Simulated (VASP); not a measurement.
# HfH2 (I4/mmm) in VASP: a series of runs

The runs below take HfH2 through single point, with r2SCAN+D3(BJ).

All numbers are computed with VASP 6.6.1; they aren't measurements. Logs are shortened: lines on timing, memory, paths and dates and some standing lists are left out, and cuts for length are marked.

### 1 The cell of the first run

The structure is tetragonal, space group I4/mmm (No. 139). Conventional cell: a = 3.358 Å, b = 3.358 Å, c = 4.210 Å, α = 90.00°, β = 90.00°, γ = 90.00°. Hf (site symmetry 4/mmm) has 8 H at 1.98 Å within 2.6 Å. Within 2.6 Å of H (site symmetry -4m2) lie 4 Hf at 1.98 Å and 6 H at 2.11 to 2.37 Å.

### 2 Single point, r2SCAN+D3(BJ)

File POSCAR:

```
HfH2
1.0
   -1.6789860398      1.6789860398      2.1052496031
    1.6789860398     -1.6789860398      2.1052496031
    1.6789860398      1.6789860398     -2.1052496031
Hf H
1 2
Direct
    0.0000000000      0.0000000000      0.0000000000
    0.7500000000      0.2500000000      0.5000000000
    0.2500000000      0.7500000000      0.5000000000
```

File INCAR.step1:

```
PREC = Accurate
ENCUT = 520
ISMEAR = 0
SIGMA = 0.05
LREAL = False
LASPH = True
NELM = 80
NBANDS = 13
GGA = PE
ALGO = Normal
EDIFF = 1E-4
LWAVE = True
LCHARG = False
```

File INCAR.step2:

```
PREC = Accurate
ENCUT = 520
EDIFF = 1E-6
ISMEAR = 0
SIGMA = 0.05
LREAL = False
LASPH = True
NELM = 80
ALGO = Normal
ISIF = 2
LWAVE = False
LCHARG = False
METAGGA = R2SCAN
LMIXTAU = True
IVDW = 12
VDW_S6 = 1.0
VDW_S8 = 0.78981345
VDW_A1 = 0.49484001
VDW_A2 = 5.73083694
NBANDS = 13
ISTART = 1
```

File KPOINTS:

```
regular mesh
0
Gamma
  12 12 12
```

Potentials or basis: VASP PAW PBE potentials, release 64 (Hf_pv, H).

Command:

```
$ cat potpaw_PBE.64/Hf_pv/POTCAR potpaw_PBE.64/H/POTCAR > POTCAR
$ cp INCAR.step1 INCAR
$ mpirun -np 1 vasp_std > vasp.out
$ cp INCAR.step2 INCAR
$ mpirun -np 1 vasp_std > vasp.out
```

OUTCAR:

```text
PREC = Accurate
   ENCUT = 520
   EDIFF = 1E-6
   ISMEAR = 0
   LREAL = False
   LASPH = True
   NELM = 80
   ISIF = 2
   METAGGA = R2SCAN
   IVDW = 12
   ISTART = 1
 IVDW          = 12

 ion  position               nearest neighbor table
   1  0.000  0.000  0.000-   2 1.98   3 1.98   2 1.98   3 1.98   2 1.98   3 1.98   2 1.98   3 1.98

   2  0.750  0.250  0.500-   1 1.98   1 1.98   1 1.98   1 1.98
   3  0.250  0.750  0.500-   1 1.98   1 1.98   1 1.98   1 1.98

  LATTYP: Found a body centered tetragonal cell.
 ALAT       =     3.3579720796
 C/A-ratio  =     1.2538815411

  Lattice vectors:

 A1 = (  -1.6789860398,   1.6789860398,   2.1052496031)
 A2 = (   1.6789860398,  -1.6789860398,   2.1052496031)
 A3 = (   1.6789860398,   1.6789860398,  -2.1052496031)

Analysis of symmetry for initial positions (statically):
=====================================================================
 Subroutine PRICEL returns:
 Original cell was already a primitive cell.

 Routine SETGRP: Setting up the symmetry group for a
 body centered tetragonal supercell.

 Subroutine GETGRP returns: Found 16 space group operations
 (whereof 16 operations were pure point group operations)
 out of a pool of 16 trial point group operations.

The static configuration has the point symmetry D_4h.

Analysis of symmetry for dynamics (positions and initial velocities):
=====================================================================
 Subroutine PRICEL returns:
 Original cell was already a primitive cell.

 Routine SETGRP: Setting up the symmetry group for a
 body centered tetragonal supercell.

 Subroutine GETGRP returns: Found 16 space group operations
 (whereof 16 operations were pure point group operations)
 out of a pool of 16 trial point group operations.

The dynamic configuration has the point symmetry D_4h.

 Subroutine INISYM returns: Found 16 space group operations
 (whereof 16 operations are pure point group operations),
 and found     1 'primitive' translations

----------------------------------------------------------------------------------------

                                     Primitive cell

  volume of cell :      23.7387

  direct lattice vectors                    reciprocal lattice vectors
    -1.678986040  1.678986040  2.105249603     0.000000000  0.297798783  0.237501529
     1.678986040 -1.678986040  2.105249603     0.297798783  0.000000000  0.237501529
     1.678986040  1.678986040 -2.105249603     0.297798783  0.297798783  0.000000000
[... 97 lines left out ...]
   NELECT =      12.0000    total number of electrons
   NUPDOWN=      -1.0000    fix difference up-down
   EMIN   =  10.00;   EMAX   =-10.00  energy-range for DOS
   EFERMI =   0.00;   METHOD = LEGACY
   ISMEAR =     0;   SIGMA  =   0.05  broadening in eV -4-tet -1-fermi 0-gaus
   EFERMI_NEDOS =   21; number of points for ismear=-14 and -15
   IALGO  =     38    algorithm
   IMIX   =      4    mixing-type and parameters
     AMIX     =   0.40;   BMIX     =  1.00
     AMIX_MAG =   1.60;   BMIX_MAG =  1.00
  volume/ion in A,a.u.               =       7.91        53.40
  Fermi-wavevector in a.u.,A,eV,Ry     =   1.304115  2.464421 23.139656  1.700717
  Thomas-Fermi vector in A             =   2.435072
   LORBIT       =      0    0 simple, 1 ext, 2 COOP (PROOUT), +10 PAW based schemes
   METAGGA = R2SCAN    functional components
   LHFCALC =     F    Hartree Fock is set to
   AEXX    =    0.0000 exact exchange contribution
   IVDW    =    12    specifies the selected vdW correction
   LEPSILON=     F    determine dielectric tensor
   LRPA    =     F    only Hartree local field effects (RPA)
 non-spin polarized calculation
 Gauss-broadening in eV      SIGMA  =   0.05
  energy-cutoff  :      520.00
  volume of cell :       23.74
 maximum number of plane-waves:       656
   NGX = 11   NGY = 11   NGZ = 11

 number of electron      12.0000000 magnetization

 Free energy of the ion-electron system (eV)
  ---------------------------------------------------
  ext. energy  EPLUGINS =         0.00000000
  ---------------------------------------------------
  free energy    TOTEN  =       -53.60052801 eV

  energy without entropy =      -53.59992086  energy(sigma->0) =      -53.60022443

 E-fermi :   6.1806     XC(G=0): -12.7380

 val. band max:        6.1611050518   @ k =  -0.0833   0.3333   0.0833
 cond. band min:       6.1826460494   @ k =  -0.0833   0.1667   0.0833
 fundamental gap:      0.0215409976
 Fermi energy:         6.1806271203

 k-point     1 :       0.0000    0.0000    0.0000
  band No.  band energies     occupation
      1     -25.7667      2.00000
      2     -25.7667      2.00000
      3     -25.7032      2.00000
      4      -6.3878      2.00000
      5       4.3720      2.00000
      6       5.6438      2.00000
      7       5.6438      2.00000
      8       6.7020      0.00000
      9       8.3704      0.00000
     10       9.9860      0.00000
     11      17.8105      0.00000
     12      18.6501      0.00000
     13      19.1125      0.00000
[... 354 lines left out ...]
  band No.  band energies     occupation
      1     -26.4144      2.00000
      2     -25.9623      2.00000
      3     -25.8413      2.00000
      4      -3.0505      2.00000
      5      -0.1801      2.00000
      6       4.5240      2.00000
      7       7.3429      0.00000
      8       9.6685      0.00000
      9      10.9591      0.00000
     10      13.5528      0.00000
     11      15.0345      0.00000
     12      16.8757      0.00000
     13      17.8105      0.00000

 [... further k-points ...]

------------------------ aborting loop because EDIFF is reached ----------------------------------------

 Edisp (eV)   -0.35717

 E8    (eV) :    -0.1288

  FORCE on cell =-STRESS in cart. coord.  units (eV):
  Direction    XX          YY          ZZ          XY          YZ          ZX
  --------------------------------------------------------------------------------------
  -------------------------------------------------------------------------------------
  Total       1.94137     1.94137     1.54483     0.00000    -0.00000     0.00000
  in kB     131.02707   131.02707   104.26381     0.00000    -0.00000     0.00000
  external pressure =      122.11 kB  Pullay stress =        0.00 kB

 VOLUME and BASIS-vectors are now :
 -----------------------------------------------------------------------------
  energy-cutoff  :      520.00
  volume of cell :       23.74
      direct lattice vectors                 reciprocal lattice vectors
    -1.678986040  1.678986040  2.105249603     0.000000000  0.297798783  0.237501529
     1.678986040 -1.678986040  2.105249603     0.297798783  0.000000000  0.237501529
     1.678986040  1.678986040 -2.105249603     0.297798783  0.297798783  0.000000000

 POSITION                                       TOTAL-FORCE (eV/Angst)
 -----------------------------------------------------------------------------------
      0.00000      0.00000      0.00000        -0.000000     -0.000000     -0.000000
     -0.00000      1.67899      1.05262        -0.000000      0.000000      0.000000
      1.67899     -0.00000      1.05262         0.000000     -0.000000     -0.000000
 -----------------------------------------------------------------------------------
    total drift:                                0.000000      0.000000      0.000000

  FREE ENERGIE OF THE ION-ELECTRON SYSTEM (eV)
  ---------------------------------------------------
  free  energy   TOTEN  =       -53.9576943149 eV

  energy  without entropy=      -53.9570871731  energy(sigma->0) =      -53.95739074
```

Run time: 2.9 min. Hardware: 1 thread of Intel Xeon 8259CL, shared host; peak memory 0.2 GiB.

Results:

- Free energy: -53.9577 eV
- Pressure: 12.2 GPa
- Band gap on the k mesh: zero (bands 6 and 7 overlap by 1.17 eV)
- Dispersion energy per atom: -0.119 eV

Caveat: three body term missing; the cell stands under pressure; the PAW data sets were made with another functional, which shifts forces and pressure a little; spin-orbit coupling is left out, which moves the levels of the heavy elements.

### 3 Single point, r2SCAN+D3(BJ)

This run uses another cell than the first one, of 8.13 Å³/atom.

File POSCAR:

```
HfH2
1.0
   -1.6943904419      1.6943904419      2.1245648986
    1.6943904419     -1.6943904419      2.1245648986
    1.6943904419      1.6943904419     -2.1245648986
Hf H
1 2
Direct
    0.0000000000      0.0000000000      0.0000000000
    0.7500000000      0.2500000000      0.5000000000
    0.2500000000      0.7500000000      0.5000000000
```

File INCAR.step1:

```
ALGO = Normal ; EDIFF = 1E-4
ENCUT = 520 ; GGA = PE
ISMEAR = 0 ; LASPH = T
LCHARG = F ; LREAL = F
LWAVE = T ; NBANDS = 13
NELM = 100 ; PREC = Accurate
SIGMA = 0.05
```

File INCAR.step2:

```
ALGO = Normal ; EDIFF = 1E-6
ENCUT = 520 ; ISIF = 2
ISMEAR = 0 ; ISTART = 1
IVDW = 12 ; LASPH = T
LCHARG = F ; LMIXTAU = T
LREAL = F ; LWAVE = F
METAGGA = R2SCAN ; NBANDS = 13
NELM = 100 ; PREC = Accurate
SIGMA = 0.05 ; VDW_A1 = 0.49484001
VDW_A2 = 5.73083694 ; VDW_S6 = 1.0
VDW_S8 = 0.78981345
```

File KPOINTS:

```
k-points
0
Gamma
  12 12 12
```

Potentials or basis: VASP PAW PBE potentials, release 64 (Hf_pv, H).

Command:

```
$ cat potpaw_PBE.64/Hf_pv/POTCAR potpaw_PBE.64/H/POTCAR > POTCAR
$ cp INCAR.step1 INCAR
$ mpirun -np 1 vasp_std > vasp.out
$ cp INCAR.step2 INCAR
$ mpirun -np 1 vasp_std > vasp.out
```

Run time: 2.9 min. Hardware: 1 thread of Intel Xeon 8259CL, shared host; peak memory 0.2 GiB.

Results (log left out):

```yaml
Free_energy: -53.9976 eV
Pressure: 6.8 GPa
Band_gap_on_the_k_mesh: zero (bands 6 and 7 overlap by 1.15 eV)
Dispersion_energy_per_atom: -0.116 eV
```

Stress tensor (GPa, compression positive):
```
7.47 0.00 0.00
0.00 7.47 0.00
0.00 0.00 5.42
```

Levels at points of the mesh, in eV from the Fermi level:
| k point | band 4 | band 5 | band 6 | band 7 | band 8 | band 9 |
| --- | --- | --- | --- | --- | --- | --- |
| (0.00, 0.00, 0.00) | -12.42 | -1.81 | -0.53 | -0.53 | 0.51 | 2.12 |
| (0.50, 0.00, 0.00) | -9.35 | -5.82 | -0.94 | 0.72 | 4.38 | 4.63 |
| (0.50, 0.50, 0.00) | -7.56 | -6.39 | -4.68 | 4.54 | 4.80 | 5.96 |
| (0.50, 0.50, 0.50) | -8.67 | -4.89 | -4.34 | 5.14 | 5.29 | 5.29 |

Caveat: three body term missing; the cell stands under pressure; the PAW data sets were made with another functional, which shifts forces and pressure a little; spin-orbit coupling is left out, which moves the levels of the heavy elements.

### 4 Single point, r2SCAN+D3(BJ)

This run uses another cell than the first one, of 8.35 Å³/atom.

File POSCAR:

```
HfH2
1.0
   -1.7095197286      1.7095197286      2.1435352318
    1.7095197286     -1.7095197286      2.1435352318
    1.7095197286      1.7095197286     -2.1435352318
Hf H
1 2
Direct
    0.0000000000      0.0000000000      0.0000000000
    0.7500000000      0.2500000000      0.5000000000
    0.2500000000      0.7500000000      0.5000000000
```

File INCAR.step1:

```
SYSTEM = HfH2
  ALGO = Normal
  EDIFF = 1E-4
  ENCUT = 520
  GGA = PE
  ISMEAR = 0
  LASPH = .TRUE.
  LCHARG = .FALSE.
  LREAL = .FALSE.
  LWAVE = .TRUE.
  NBANDS = 13
  NELM = 80
  PREC = Accurate
  SIGMA = 0.05
```

File INCAR.step2:

```
SYSTEM = HfH2
  ALGO = Normal
  EDIFF = 1E-7
  ENCUT = 520
  ISIF = 2
  ISMEAR = 0
  ISTART = 1
  IVDW = 12
  LASPH = .TRUE.
  LCHARG = .TRUE.
  LELF = .TRUE.
  LMIXTAU = .TRUE.
  LREAL = .FALSE.
  LVHAR = .TRUE.
  LWAVE = .FALSE.
  METAGGA = R2SCAN
  NBANDS = 13
  NELM = 80
  PREC = Accurate
  SIGMA = 0.05
  VDW_A1 = 0.49484001
  VDW_A2 = 5.73083694
  VDW_S6 = 1.0
  VDW_S8 = 0.78981345
```

File KPOINTS:

```
k-points
0
G
  12 12 12
  0 0 0
```

Command:

```
$ cat potpaw_PBE.64/Hf_pv/POTCAR potpaw_PBE.64/H/POTCAR > POTCAR
$ cp INCAR.step1 INCAR
$ mpirun -np 1 vasp_std > vasp.out
$ cp INCAR.step2 INCAR
$ mpirun -np 1 vasp_std > vasp.out
```

Run time: 3.3 min. Hardware: 1 thread of Intel Xeon 8259CL, shared host; peak memory 0.2 GiB.

It converged, with:

```
Free energy                : -54.0165 eV
Pressure                   : 2.0 GPa
Band gap on the k mesh     : zero (bands 6 and 7 overlap by 1.14 eV)
Dispersion energy per atom : -0.113 eV
```

Stress tensor (GPa, compression positive):
```
2.53 0.00 0.00
0.00 2.53 0.00
0.00 0.00 1.01
```

Levels at points of the mesh, in eV from the Fermi level:
```csv
k point,band 4,band 5,band 6,band 7,band 8,band 9
"(0.00, 0.00, 0.00)",-12.27,-1.80,-0.51,-0.51,0.50,2.05
"(0.50, 0.00, 0.00)",-9.21,-5.85,-0.91,0.70,4.24,4.58
"(0.50, 0.50, 0.00)",-7.42,-6.41,-4.57,4.39,4.64,5.75
"(0.50, 0.50, 0.50)",-8.51,-4.94,-4.22,4.96,5.11,5.11
```

Caveat: three body term missing; the PAW data sets were made with another functional, which shifts forces and pressure a little; spin-orbit coupling is left out, which moves the levels of the heavy elements.

### 5 Single point, r2SCAN+D3(BJ)

This run uses another cell than the first one, of 8.57 Å³/atom.

File POSCAR:

```
HfH2
1.0
   -1.7243858637      1.7243858637      2.1621756042
    1.7243858637     -1.7243858637      2.1621756042
    1.7243858637      1.7243858637     -2.1621756042
Hf H
1 2
Direct
    0.0000000000      0.0000000000      0.0000000000
    0.7500000000      0.2500000000      0.5000000000
    0.2500000000      0.7500000000      0.5000000000
```

File INCAR.step1:

```
PREC = Accurate ; ENCUT = 520
ISMEAR = 0 ; SIGMA = 0.05
LREAL = False ; LASPH = True
NELM = 60 ; NBANDS = 13
GGA = PE ; ALGO = Normal
EDIFF = 1E-4 ; LWAVE = True
LCHARG = False
```

File INCAR.step2:

```
PREC = Accurate ; ENCUT = 520
EDIFF = 1E-6 ; ISMEAR = 0
SIGMA = 0.05 ; LREAL = False
LASPH = True ; NELM = 60
ALGO = Normal ; ISIF = 2
LWAVE = False ; LCHARG = False
METAGGA = R2SCAN ; LMIXTAU = True
IVDW = 12 ; VDW_S6 = 1.0
VDW_S8 = 0.78981345 ; VDW_A1 = 0.49484001
VDW_A2 = 5.73083694 ; NBANDS = 13
ISTART = 1
```

File KPOINTS:

```
regular mesh
0
Gamma
  12 12 12
```

Command:

```
$ cat potpaw_PBE.64/Hf_pv/POTCAR potpaw_PBE.64/H/POTCAR > POTCAR
$ cp INCAR.step1 INCAR
$ mpirun -np 1 vasp_std > vasp.out
$ cp INCAR.step2 INCAR
$ mpirun -np 1 vasp_std > vasp.out
```

It took 2.7 min on 1 thread of Intel Xeon 8259CL, shared host; peak memory 0.2 GiB.

The run converged. Its results:

* Free energy: -54.0168 eV
* Pressure: -2.2 GPa
* Band gap on the k mesh: zero (bands 6 and 7 overlap by 1.12 eV)
* Dispersion energy per atom: -0.110 eV

Stress tensor (GPa, compression positive):
```
-1.83  0.00  0.00
 0.00 -1.83  0.00
 0.00  0.00 -2.89
```

Levels at points of the mesh, in eV from the Fermi level:
| k point | band 4 | band 5 | band 6 | band 7 | band 8 | band 9 |
| --- | --- | --- | --- | --- | --- | --- |
| (0.00, 0.00, 0.00) | -12.12 | -1.80 | -0.50 | -0.50 | 0.50 | 1.98 |
| (0.50, 0.00, 0.00) | -9.07 | -5.86 | -0.88 | 0.68 | 4.10 | 4.53 |
| (0.50, 0.50, 0.00) | -7.29 | -6.43 | -4.47 | 4.25 | 4.48 | 5.56 |
| (0.50, 0.50, 0.50) | -8.35 | -4.98 | -4.10 | 4.80 | 4.94 | 4.94 |

Caveat: three body term missing; the PAW data sets were made with another functional, which shifts forces and pressure a little; spin-orbit coupling is left out, which moves the levels of the heavy elements.

### 6 Overview

```csv
cell,gap on the mesh (eV),pressure (GPa)
"a = 3.173 Å, angles 116.1, 116.1, 96.9°, 3 atoms",none,12.2
"a = 3.202 Å, angles 116.1, 116.1, 96.9°, 3 atoms",none,6.8
"a = 3.231 Å, angles 116.1, 116.1, 96.9°, 3 atoms",none,2.0
"a = 3.259 Å, angles 116.1, 116.1, 96.9°, 3 atoms",none,-2.2
```

Alike in all rows: task single point; level r2SCAN+D3(BJ); potentials or basis VASP PAW PBE potentials, release 64 (Hf_pv, H); no spin polarisation; k mesh 12 × 12 × 12; cutoff (eV) 520; smearing gaussian 0.05 eV.

Caveats: three body term missing; the PAW data sets were made with another functional, which shifts forces and pressure a little; spin-orbit coupling is left out, which moves the levels of the heavy elements; the cell stands under pressure (at least some runs).

Absolute energies hang on the potentials; compare differences alone.

The gap in the log of VASP goes by the Fermi energy; the results here count the filled bands.